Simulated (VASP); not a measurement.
# SnO2 (I4_1/amd) in VASP: settings compared, part 2 of 2

VASP 6.6.1. The steps go on from the part before.

### Step 4. Single point, BLYP+D3(BJ)

This run uses another cell than the first one, of 14.07 Å³/atom.

INCAR

```
PREC     = Accurate       # precision mode
ENCUT    = 520            # plane-wave cutoff, eV
EDIFF    = 1E-7           # SCF threshold, eV
ISMEAR   = 1              # smearing method
SIGMA    = 0.02           # smearing width, eV
LREAL    = False          # projectors in reciprocal space
LASPH    = True           # aspherical terms in the spheres
NELM     = 60             # most SCF steps
ALGO     = Normal         # electronic algorithm
ISIF     = 2              # what is computed and relaxed
LWAVE    = False          # write WAVECAR
LCHARG   = True           # write CHGCAR
GGA      = B5             # functional
ALDAX    = 1.0          
AGGAX    = 1.0          
AGGAC    = 1.0          
ALDAC    = 0.0          
IVDW     = 12             # dispersion correction
VDW_S6   = 1.0          
VDW_S8   = 2.6996       
VDW_A1   = 0.4298       
VDW_A2   = 4.2359       
LELF     = True           # ELF
LVHAR    = True         
NBANDS   = 35             # bands
```

KPOINTS

```
Automatic mesh
0
Gamma
  6 6 6
```

POSCAR

```
SnO2
1.0
   -2.0194692108      2.0194692108      5.1737326429
    2.0194692108     -2.0194692108      5.1737326429
    2.0194692108      2.0194692108     -5.1737326429
Sn O
2 4
Direct
    0.7500000000      0.2500000000      0.5000000000
    0.0000000000      0.0000000000      0.0000000000
    0.7965617540      0.7965617540      0.0000000000
    0.9534382460      0.4534382460      0.5000000000
    0.2034382460      0.2034382460      0.0000000000
    0.5465617540      0.0465617540      0.5000000000
```

Potentials or basis: VASP PAW PBE potentials, release 64 (Sn_d, O).

The run is started by

```console
$ cat potpaw_PBE.64/Sn_d/POTCAR potpaw_PBE.64/O/POTCAR > POTCAR
$ mpirun -np 1 vasp_std > vasp.out
```

OUTCAR:

```text
PREC = Accurate
   ENCUT = 520
   EDIFF = 1E-7
   ISMEAR = 1
   LREAL = False
   LASPH = True
   NELM = 60
   ISIF = 2
   GGA = B5
   IVDW = 12
 IVDW          = 12

 ion  position               nearest neighbor table
   1  0.750  0.250  0.500-   3 2.08   5 2.08   3 2.08   5 2.08   4 2.11   6 2.11   2 3.28   2 3.28
                             2 3.28   2 3.28
   2  0.000  0.000  0.000-   6 2.08   4 2.08   6 2.08   4 2.08   3 2.11   5 2.11   1 3.28   1 3.28
                             1 3.28   1 3.28
   3  0.797  0.797  0.000-   1 2.08   1 2.08   2 2.11
   4  0.953  0.453  0.500-   2 2.08   2 2.08   1 2.11
   5  0.203  0.203  0.000-   1 2.08   1 2.08   2 2.11
   6  0.547  0.047  0.500-   2 2.08   2 2.08   1 2.11

  LATTYP: Found a body centered tetragonal cell.
 ALAT       =     4.0389384216
 C/A-ratio  =     2.5619269733

  Lattice vectors:

 A1 = (  -2.0194692108,   2.0194692108,   5.1737326429)
 A2 = (   2.0194692108,  -2.0194692108,   5.1737326429)
 A3 = (   2.0194692108,   2.0194692108,  -5.1737326429)

Analysis of symmetry for initial positions (statically):
=====================================================================
 Subroutine PRICEL returns:
 Original cell was already a primitive cell.

 Routine SETGRP: Setting up the symmetry group for a
 body centered tetragonal supercell.

 Subroutine GETGRP returns: Found 16 space group operations
 (whereof  8 operations were pure point group operations)
 out of a pool of 16 trial point group operations.

The static configuration has the point symmetry D_2d.
 The point group associated with its full space group is D_4h.

Analysis of symmetry for dynamics (positions and initial velocities):
=====================================================================
 Subroutine PRICEL returns:
 Original cell was already a primitive cell.

[... 136 lines left out ...]
     AMIX_MAG =   1.60;   BMIX_MAG =  1.00
  volume/ion in A,a.u.               =      14.07        94.93
  Fermi-wavevector in a.u.,A,eV,Ry     =   1.393039  2.632461 26.402872  1.940556
  Thomas-Fermi vector in A             =   2.516723
   LORBIT       =      0    0 simple, 1 ext, 2 COOP (PROOUT), +10 PAW based schemes
   GGA     = B5    functional components
   LHFCALC =     F    Hartree Fock is set to
   AEXX    =    0.0000 exact exchange contribution
   IVDW    =    12    specifies the selected vdW correction
   LEPSILON=     F    determine dielectric tensor
   LRPA    =     F    only Hartree local field effects (RPA)
 non-spin polarized calculation
 Methfessel and Paxton  Order N= 1 SIGMA  =   0.02
  energy-cutoff  :      520.00
  volume of cell :       84.40
 maximum number of plane-waves:      2308
 NGX is ok and might be reduce to    48
   NGX = 21   NGY = 21   NGZ = 21

 number of electron      52.0000001 magnetization

 Free energy of the ion-electron system (eV)
  ---------------------------------------------------
  ext. energy  EPLUGINS =         0.00000000
  ---------------------------------------------------
  free energy    TOTEN  =       -34.55223304 eV

  energy without entropy =      -34.55230765  energy(sigma->0) =      -34.55225791

 E-fermi :   4.0722     XC(G=0):  -9.7487

 val. band max:        4.0564656076   @ k =   0.3333   0.3333   0.1667
 cond. band min:       5.4398423162   @ k =   0.0000   0.0000   0.0000
 fundamental gap:      1.3833767086
 Fermi energy:         4.0721911535

 k-point     1 :       0.0000    0.0000    0.0000
  band No.  band energies     occupation
      1     -16.2990      2.00000
      2     -16.2762      2.00000
      3     -16.1695      2.00000
      4     -15.6615      2.00000
      5     -15.5827      2.00000
      6     -15.5827      2.00000
[... 901 lines left out ...]
     34      15.8272      0.00000
     35      15.9435      0.00000

 [... further k-points ...]

------------------------ aborting loop because EDIFF is reached ----------------------------------------

 Edisp (eV)   -2.40728

 E8    (eV) :    -1.6913

  FORCE on cell =-STRESS in cart. coord.  units (eV):
  Direction    XX          YY          ZZ          XY          YZ          ZX
  --------------------------------------------------------------------------------------
  -------------------------------------------------------------------------------------
  Total       0.39275     0.39275     0.55153     0.00000     0.00000     0.00000
  in kB       7.45577     7.45577    10.46978     0.00000     0.00000     0.00000
  external pressure =        8.46 kB  Pullay stress =        0.00 kB

 VOLUME and BASIS-vectors are now :
 -----------------------------------------------------------------------------
  energy-cutoff  :      520.00
  volume of cell :       84.40
      direct lattice vectors                 reciprocal lattice vectors
    -2.019469211  2.019469211  5.173732643     0.000000000  0.247589811  0.096642025
     2.019469211 -2.019469211  5.173732643     0.247589811  0.000000000  0.096642025
     2.019469211  2.019469211 -5.173732643     0.247589811  0.247589811  0.000000000

 POSITION                                       TOTAL-FORCE (eV/Angst)
 -----------------------------------------------------------------------------------
      0.00000      2.01947      2.58687        -0.000000     -0.000000      0.000000
      0.00000      0.00000      0.00000        -0.000000     -0.000000      0.000000
      0.00000      0.00000      8.24240         0.000000     -0.000000     -0.039106
      0.00000      2.01947      4.69194        -0.000000      0.000000      0.039106
      0.00000      0.00000      2.10507         0.000000     -0.000000      0.039106
      0.00000      2.01947      0.48180        -0.000000      0.000000     -0.039106
 -----------------------------------------------------------------------------------
    total drift:                                0.000000     -0.000000      0.000000

  FREE ENERGIE OF THE ION-ELECTRON SYSTEM (eV)
  ---------------------------------------------------
  free  energy   TOTEN  =       -36.9595175555 eV

  energy  without entropy=      -36.9595921640  energy(sigma->0) =      -36.95954242
```

OSZICAR:

```text
N       E                     dE             d eps       ncg     rms          rms(c)
DAV:   1     0.671040619192E+03    0.67104E+03   -0.25571E+04  2244   0.222E+03
DAV:   2     0.645619655389E+02   -0.60648E+03   -0.56997E+03  2335   0.613E+02
DAV:   3    -0.366483072187E+02   -0.10121E+03   -0.99413E+02  2303   0.212E+02
DAV:   4    -0.421014486375E+02   -0.54531E+01   -0.54141E+01  2629   0.546E+01
DAV:   5    -0.422498426038E+02   -0.14839E+00   -0.14822E+00  2576   0.935E+00    0.172E+01
DAV:   6    -0.344638576751E+02    0.77860E+01   -0.23246E+01  3385   0.725E+01    0.607E+00
DAV:   7    -0.346065247499E+02   -0.14267E+00   -0.26719E+00  2287   0.912E+00    0.322E+00
DAV:   8    -0.345656631773E+02    0.40862E-01   -0.26173E-01  3166   0.454E+00    0.834E-01
DAV:   9    -0.345517370447E+02    0.13926E-01   -0.52435E-02  3444   0.336E+00    0.162E-01
DAV:  10    -0.345522728147E+02   -0.53577E-03   -0.54146E-03  2965   0.881E-01    0.769E-02
DAV:  11    -0.345522270805E+02    0.45734E-04   -0.63980E-04  3298   0.301E-01    0.160E-02
DAV:  12    -0.345522370796E+02   -0.99991E-05   -0.93906E-05  2692   0.593E-02    0.163E-02
DAV:  13    -0.345522329286E+02    0.41510E-05   -0.17314E-05  3071   0.485E-02    0.236E-03
DAV:  14    -0.345522329840E+02   -0.55416E-07   -0.16086E-06  3128   0.115E-02    0.110E-03
DAV:  15    -0.345522330383E+02   -0.54267E-07   -0.52150E-08  1539   0.303E-03
   1 F= -.36959518E+02 E0= -.36959542E+02  d E =0.746085E-04
```

It took 3 min on 1 thread of AMD EPYC 9R45 (Zen 5), shared host; peak memory 0.32 GiB.

What came out:

- Free energy: -36.9595 eV
- Pressure: 0.8 GPa
- Largest force: 0.039 eV/Å
- Band gap on the k mesh: 1.38 eV (least direct gap 1.73 eV)
- Dispersion energy per atom: -0.401 eV

Forces on the atoms (eV/Å):
```
Sn   0.000  0.000  0.000
Sn   0.000  0.000  0.000
O    0.000  0.000 -0.039
O    0.000  0.000  0.039
O    0.000  0.000  0.039
O    0.000  0.000 -0.039
```

Levels at points of the mesh, in eV from the valence-band top:
| k point | band 24 | band 25 | band 26 | band 27 | band 28 | band 29 |
| --- | --- | --- | --- | --- | --- | --- |
| (0.00, 0.00, 0.00) | -0.63 | -0.35 | -0.35 | 1.38 | 5.22 | 9.37 |
| (0.50, 0.00, 0.00) | -0.70 | -0.54 | -0.39 | 4.66 | 5.90 | 7.85 |
| (0.50, 0.50, 0.00) | -0.80 | -0.03 | -0.03 | 6.96 | 6.96 | 7.61 |
| (0.50, 0.50, 0.50) | -0.95 | -0.26 | -0.26 | 3.95 | 3.95 | 7.72 |

Caveat: the PAW data sets were made with another functional, which shifts forces and pressure a little; spin-orbit coupling is left out, which moves the levels of the heavy elements.

### Step 5. Relaxation of cell and atoms, PBEsol+D3(BJ)

This run uses another cell than the first one, of 13.66 Å³/atom.

INCAR

```
SYSTEM = SnO2
  PREC = Accurate
  ENCUT = 600
  EDIFF = 1E-7
  ISMEAR = 1
  SIGMA = 0.02
  LREAL = .FALSE.
  LASPH = .TRUE.
  NELM = 60
  ALGO = Normal
  ISIF = 3
  LWAVE = .FALSE.
  LCHARG = .FALSE.
  GGA = PS
  IVDW = 12
  IBRION = 2
  NSW = 80
  EDIFFG = -0.01
```

KPOINTS

```
regular mesh
0
G
  6 6 6
  0 0 0
```

POSCAR

```
SnO2
1.0
   -2.0000690000      2.0000690000      5.1236790000
    2.0000690000     -2.0000690000      5.1236790000
    2.0000690000      2.0000690000     -5.1236790000
Sn O
2 4
Direct
    0.7500000000      0.2500000000      0.5000000000
    0.0000000000      0.0000000000      0.0000000000
    0.7965230000      0.7965230000      0.0000000000
    0.9534770000      0.4534770000      0.5000000000
    0.2034770000      0.2034770000      0.0000000000
    0.5465230000      0.0465230000      0.5000000000
```

The run is started by

```console
$ cat potpaw_PBE.64/Sn_d/POTCAR potpaw_PBE.64/O/POTCAR > POTCAR
$ mpirun -np 1 vasp_std > vasp.out
```

It took 9.1 min on 1 thread of AMD EPYC 9R45 (Zen 5), shared host; peak memory 0.34 GiB.

It converged, with:

```
Free energy                           : -40.2482 eV
Relaxed volume                        : 13.60 Å³/atom
Relaxed cell                          : a = 5.834 Å, b = 5.834 Å, c = 5.834 Å, α = 139.90°, β = 139.90°, γ = 58.00°
Space group after relaxing (to 0.1 Å) : I4_1/amd (No. 141)
Energy gained by relaxing             : 0.3 meV/atom
Ionic steps                           : 7
Pressure after relaxing               : -0.1 GPa
Largest force after relaxing          : 0.010 eV/Å
Band gap on the k mesh                : 1.63 eV (least direct gap 2.01 eV)
Dispersion energy per atom            : -0.171 eV
```

Forces in eV/Å, atoms in the order of the input:
```
Sn   0.000  0.000  0.000
Sn   0.000  0.000  0.000
O    0.000  0.000 -0.010
O    0.000  0.000  0.010
O    0.000  0.000  0.010
O    0.000  0.000 -0.010
```

The path:
```
step  energy change (eV)  largest force (eV/Å)  pressure (GPa)  volume (Å³)
   1              0.0000                0.0587           -0.91        81.98
   2              0.0012                0.1019            1.34        81.07
   3             -0.0015                0.0087            0.04        81.59
   4             -0.0015                0.0099            0.07        81.58
   5             -0.0016                0.0161            0.01        81.61
   6             -0.0016                0.0210           -0.02        81.63
   7             -0.0017                0.0098           -0.06        81.62
```

Final structure:
```
Sn O
1.0
    -1.99983    1.99983    5.10240
     1.99983   -1.99983    5.10240
     1.99983    1.99983   -5.10240
Sn O
2 4
Direct
  0.75000 0.25000 0.50000
  0.00000 0.00000 0.00000
  0.79648 0.79648 0.00000
  0.95352 0.45352 0.50000
  0.20352 0.20352 0.00000
  0.54648 0.04648 0.50000
```

Levels at points of the mesh, in eV from the valence-band top:
```tsv
k point	band 23	band 24	band 25	band 26	band 27	band 28	band 29	band 30
(0.00, 0.00, 0.00)	-0.66	-0.66	-0.38	-0.38	1.63	5.57	9.28	9.79
(0.50, 0.00, 0.00)	-0.77	-0.75	-0.57	-0.38	4.97	6.22	7.88	8.57
(0.50, 0.50, 0.00)	-0.80	-0.80	-0.04	-0.04	7.33	7.33	7.60	7.60
(0.50, 0.50, 0.50)	-1.02	-1.02	-0.28	-0.28	4.27	4.27	7.60	7.60
```

Caveat: the PAW data sets were made with another functional, which shifts forces and pressure a little; spin-orbit coupling is left out, which moves the levels of the heavy elements. A k mesh can miss the band edges.

### Step 6. Summary

| task | level | cell | cutoff (eV) | gap on the mesh (eV) | pressure (GPa) | largest force (eV/Å) |
| --- | --- | --- | --- | --- | --- | --- |
| single point | PBEsol+D3(BJ) | a = 5.824 Å, angles 139.9, 139.9, 58.1°, 6 atoms | 520 | 1.66 | 0.6 | 0.03 |
| single point | PBEsol | a = 5.856 Å, angles 139.9, 139.9, 57.9°, 6 atoms | 520 | 1.54 | 0.6 | 0.03 |
| single point | BLYP+D3(BJ) | a = 5.910 Å, angles 140.0, 140.0, 57.8°, 6 atoms | 520 | 1.38 | 0.8 | 0.04 |
| relaxation of cell and atoms | PBEsol+D3(BJ) | relaxed from a = 5.853 Å, angles 140.0, 140.0, 57.8°, 6 atoms | 600 | 1.63 | -0.1 | 0.01 |

Alike in all rows: potentials or basis VASP PAW PBE potentials, release 64 (Sn_d, O); no spin polarisation; k mesh 6 × 6 × 6; smearing methfessel-paxton 0.02 eV.

Caveats: the PAW data sets were made with another functional, which shifts forces and pressure a little; spin-orbit coupling is left out, which moves the levels of the heavy elements.

Absolute energies hang on the potentials; compare differences alone.
